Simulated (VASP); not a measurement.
# SiC (Moissanite 3C) (F-43m) in VASP: settings compared

SiC (Moissanite 3C) is run at these levels: PBEsol+D3(BJ), RPBE, PBEsol; tasks: single point.

Program: VASP 6.6.1. These are calculated values, not measurements. Logs are shortened: lines on timing, memory, paths and dates and some standing lists are left out, and cuts for length are marked.

**The experiment to reproduce.**

From “Insight into the structural, elastic and electronic properties of a new orthorhombic 6O-SiC polytype”, 2020, pmc:7200658, for a bulk crystal of SiC: band gap 2.4 eV (indirect).

How close the calculation comes is told below.

## (1) The cell of the first run

Symmetry: F-43m, No. 216, cubic system. Conventional cell: a = 4.332 Å, b = 4.332 Å, c = 4.332 Å, α = 90.00°, β = 90.00°, γ = 90.00°. Within 2.5 Å of Si (site symmetry -43m) lie 4 C at 1.88 Å. Within 2.5 Å of C (site symmetry -43m) lie 4 Si at 1.88 Å.

## (2) Single point, PBEsol+D3(BJ)

INCAR reads:

```
ALGO = Normal
EDIFF = 1E-6
ENCUT = 600
GGA = PS
GGA_COMPAT = False
ISIF = 2
ISMEAR = -1
IVDW = 12
LASPH = True
LCHARG = True
LELF = True
LREAL = False
LVHAR = True
LWAVE = False
NBANDS = 11
NELM = 120
PREC = Accurate
SIGMA = 0.05
```

KPOINTS reads:

```
k-points
0
Gamma
  10 10 10
```

POSCAR reads:

```
SiC
1.0
    0.0000000000      2.1659727338      2.1659727338
    2.1659727338      0.0000000000      2.1659727338
    2.1659727338      2.1659727338      0.0000000000
Si C
1 1
Direct
    0.0000000000      0.0000000000      0.0000000000
    0.7500000000      0.7500000000      0.7500000000
```

Potentials or basis: VASP PAW PBE potentials, release 64 (Si, C).

The run is started by

```bash
$ cat potpaw_PBE.64/Si/POTCAR potpaw_PBE.64/C/POTCAR > POTCAR
$ mpirun -np 1 vasp_std > vasp.out
```

OUTCAR:

```text
EDIFF = 1E-6
   ENCUT = 600
   GGA = PS
   ISIF = 2
   ISMEAR = -1
   IVDW = 12
   LASPH = True
   LREAL = False
   NELM = 120
   PREC = Accurate
 IVDW          = 12

 ion  position               nearest neighbor table
   1  0.000  0.000  0.000-   2 1.88   2 1.88   2 1.88   2 1.88
   2  0.750  0.750  0.750-   1 1.88   1 1.88   1 1.88   1 1.88

  LATTYP: Found a face centered cubic cell.
 ALAT       =     4.3319454676

  Lattice vectors:

 A1 = (   0.0000000000,   2.1659727338,   2.1659727338)
 A2 = (   2.1659727338,   0.0000000000,   2.1659727338)
 A3 = (   2.1659727338,   2.1659727338,   0.0000000000)

Analysis of symmetry for initial positions (statically):
=====================================================================
 Subroutine PRICEL returns:
 Original cell was already a primitive cell.

 Routine SETGRP: Setting up the symmetry group for a
 face centered cubic supercell.

 Subroutine GETGRP returns: Found 24 space group operations
 (whereof 24 operations were pure point group operations)
 out of a pool of 48 trial point group operations.

The static configuration has the point symmetry T_d .

Analysis of symmetry for dynamics (positions and initial velocities):
=====================================================================
 Subroutine PRICEL returns:
 Original cell was already a primitive cell.

 Routine SETGRP: Setting up the symmetry group for a
 face centered cubic supercell.

 Subroutine GETGRP returns: Found 24 space group operations
 (whereof 24 operations were pure point group operations)
 out of a pool of 48 trial point group operations.

The dynamic configuration has the point symmetry T_d .

 Subroutine INISYM returns: Found 24 space group operations
 (whereof 24 operations are pure point group operations),
 and found     1 'primitive' translations

----------------------------------------------------------------------------------------

                                     Primitive cell

  volume of cell :      20.3231

  direct lattice vectors                    reciprocal lattice vectors
     0.000000000  2.165972734  2.165972734    -0.230843164  0.230843164  0.230843164
     2.165972734  0.000000000  2.165972734     0.230843164 -0.230843164  0.230843164
     2.165972734  2.165972734  0.000000000     0.230843164  0.230843164 -0.230843164

  length of vectors
     3.063148016  3.063148016  3.063148016     0.399832089  0.399832089  0.399832089

  position of ions in fractional coordinates (direct lattice)
     0.000000000  0.000000000  0.000000000
[... 86 lines left out ...]
   POTIM  = 0.5000    time-step for ionic-motion
   TEBEG  =    0.0;   TEEND  =   0.0 temperature during run
   PSTRESS=    0.0 pullay stress
   NELECT =       8.0000    total number of electrons
   NUPDOWN=      -1.0000    fix difference up-down
   EMIN   =  10.00;   EMAX   =-10.00  energy-range for DOS
   EFERMI =   0.00;   METHOD = LEGACY
   ISMEAR =    -1;   SIGMA  =   0.05  broadening in eV -4-tet -1-fermi 0-gaus
   EFERMI_NEDOS =   21; number of points for ismear=-14 and -15
   IALGO  =     38    algorithm
   IMIX   =      4    mixing-type and parameters
     AMIX     =   0.40;   BMIX     =  1.00
     AMIX_MAG =   1.60;   BMIX_MAG =  1.00
  volume/ion in A,a.u.               =      10.16        68.57
  Fermi-wavevector in a.u.,A,eV,Ry     =   1.199799  2.267291 19.585828  1.439518
  Thomas-Fermi vector in A             =   2.335652
   LORBIT       =      0    0 simple, 1 ext, 2 COOP (PROOUT), +10 PAW based schemes
   GGA     = PS    functional components
   LHFCALC =     F    Hartree Fock is set to
   AEXX    =    0.0000 exact exchange contribution
   IVDW    =    12    specifies the selected vdW correction
   LEPSILON=     F    determine dielectric tensor
   LRPA    =     F    only Hartree local field effects (RPA)
 non-spin polarized calculation
  energy-cutoff  :      600.00
  volume of cell :       20.32
 maximum number of plane-waves:       700
   NGX = 13   NGY = 13   NGZ = 13

 number of electron       8.0000000 magnetization

 Free energy of the ion-electron system (eV)
  ---------------------------------------------------
  ext. energy  EPLUGINS =         0.00000000
  ---------------------------------------------------
  free energy    TOTEN  =       -15.91098143 eV

  energy without entropy =      -15.91098137  energy(sigma->0) =      -15.91098140

 E-fermi :   8.8880     XC(G=0): -11.5825

 val. band max:        8.2593378398   @ k =   0.0000   0.0000   0.0000
 cond. band min:       9.4768240645   @ k =   0.5000   0.5000   0.0000
 fundamental gap:      1.2174862247
 Fermi energy:         8.8879784964

 k-point     1 :       0.0000    0.0000    0.0000
  band No.  band energies     occupation
      1      -7.3071      2.00000
      2       8.2593      1.99999
      3       8.2593      1.99999
      4       8.2593      1.99999
      5      14.6556      0.00000
      6      15.6273      0.00000
      7      15.6273      0.00000
      8      15.6273      0.00000
      9      22.8222      0.00000
     10      22.8222      0.00000
     11      24.8019      0.00000
[... 309 lines left out ...]
 k-point    24 :       0.4000    0.3000    0.0000
  band No.  band energies     occupation
      1      -4.0997      2.00000
      2       2.6525      2.00000
      3       5.0393      2.00000
      4       5.5848      2.00000
      5      11.0293      0.00000
      6      13.8457      0.00000
      7      20.0067      0.00000
      8      20.2924      0.00000
      9      22.1494      0.00000
     10      26.4406      0.00000
     11      29.7041      0.00000

 [... further k-points ...]

------------------------ aborting loop because EDIFF is reached ----------------------------------------

 Edisp (eV)   -0.49244

 E8    (eV) :    -0.2926

  FORCE on cell =-STRESS in cart. coord.  units (eV):
  Direction    XX          YY          ZZ          XY          YZ          ZX
  --------------------------------------------------------------------------------------
  -------------------------------------------------------------------------------------
  Total       0.02886     0.02886     0.02886    -0.00000    -0.00000    -0.00000
  in kB       2.27538     2.27538     2.27538    -0.00000    -0.00000    -0.00000
  external pressure =        2.28 kB  Pullay stress =        0.00 kB

 VOLUME and BASIS-vectors are now :
 -----------------------------------------------------------------------------
  energy-cutoff  :      600.00
  volume of cell :       20.32
      direct lattice vectors                 reciprocal lattice vectors
     0.000000000  2.165972734  2.165972734    -0.230843164  0.230843164  0.230843164
     2.165972734  0.000000000  2.165972734     0.230843164 -0.230843164  0.230843164
     2.165972734  2.165972734  0.000000000     0.230843164  0.230843164 -0.230843164

 POSITION                                       TOTAL-FORCE (eV/Angst)
 -----------------------------------------------------------------------------------
      0.00000      0.00000      0.00000         0.000000      0.000000      0.000000
      3.24896      3.24896      3.24896        -0.000000     -0.000000     -0.000000
 -----------------------------------------------------------------------------------
    total drift:                               -0.000000     -0.000000     -0.000000

  FREE ENERGIE OF THE ION-ELECTRON SYSTEM (eV)
  ---------------------------------------------------
  free  energy   TOTEN  =       -16.4034237143 eV

  energy  without entropy=      -16.4034236511  energy(sigma->0) =      -16.40342368
```

stdout:

```text
POSCAR found type information on POSCAR SiC
 POSCAR found :  2 types and       2 ions
 scaLAPACK will be used
 -----------------------------------------------------------------------------
|                                                                             |
|                                                                             |
|     You enforced a specific xc type in the INCAR file but a different       |
|     I HOPE YOU KNOW WHAT YOU ARE DOING!                                     |
|                                                                             |
 -----------------------------------------------------------------------------

 LDA part: xc-table for (Slater+PW92), standard interpolation
 POSCAR, INCAR and KPOINTS ok, starting setup
 FFT: planning ... GRIDC
 FFT: planning ... GRID_SOFT
 FFT: planning ... GRID
 WAVECAR not read
 entering main loop
```

It took 18 s on 1 thread of AMD EPYC 7R43 (Zen 3), shared host; peak memory 0.12 GiB.

What came out:

| Quantity | Value |
| --- | --- |
| Free energy | -16.4034 eV |
| Pressure | 0.2 GPa |
| Band gap on the k mesh | 1.22 eV, indirect (least direct gap 4.46 eV) |
| Dispersion energy per atom | -0.246 eV |

Caveat: the PAW data sets were made with another functional, which shifts forces and pressure a little.

## (3) Single point, RPBE

This run uses another cell than the first one, of 9.93 Å³/atom, 0.977 times its volume.

INCAR reads:

```
SYSTEM = SiC
PREC = Accurate ; ENCUT = 600
EDIFF = 1E-6 ; ISMEAR = -1
SIGMA = 0.05 ; LREAL = .FALSE.
LASPH = .TRUE. ; NELM = 120
ALGO = Normal ; ISIF = 2
LWAVE = .FALSE. ; LCHARG = .FALSE.
GGA = RP ; NBANDS = 11
GGA_COMPAT = .FALSE.
```

KPOINTS reads:

```
Automatic mesh
0
G
  10 10 10
  0 0 0
```

POSCAR reads:

```
SiC
1.0
    0.0000000000      2.1495504440      2.1495504440
    2.1495504440      0.0000000000      2.1495504440
    2.1495504440      2.1495504440      0.0000000000
Si C
1 1
Direct
    0.0000000000      0.0000000000      0.0000000000
    0.7500000000      0.7500000000      0.7500000000
```

Potentials or basis: VASP PAW PBE potentials, release 64 (Si, C).

The run is started by

```bash
$ cat potpaw_PBE.64/Si/POTCAR potpaw_PBE.64/C/POTCAR > POTCAR
$ mpirun -np 1 vasp_std > vasp.out
```

Run time: 18 s. Hardware: 1 thread of AMD EPYC 7R43 (Zen 3), shared host; peak memory 0.1 GiB.

The run converged. Its results:

| Property | Result |
| --- | --- |
| Free energy | -14.2593 eV |
| Pressure | 16.0 GPa |
| Band gap on the k mesh | 1.32 eV, indirect (least direct gap 4.58 eV) |

Levels at points of the mesh, in eV from the valence-band top:
```
           k point  band 1  band 2  band 3  band 4  band 5  band 6  band 7  band 8
(0.00, 0.00, 0.00)  -15.74    0.00    0.00    0.00    6.73    7.65    7.65    7.65
(0.50, 0.00, 0.00)  -12.04   -8.74   -1.05   -1.05    5.85    7.42    7.42   10.34
(0.50, 0.50, 0.00)  -10.57   -7.90   -3.25   -3.25    1.32    4.53   14.59   14.59
```

Caveat: the PAW data sets were made with another functional, which shifts forces and pressure a little. A k mesh can miss the band edges.

(Part 1 of 2 ends here.)
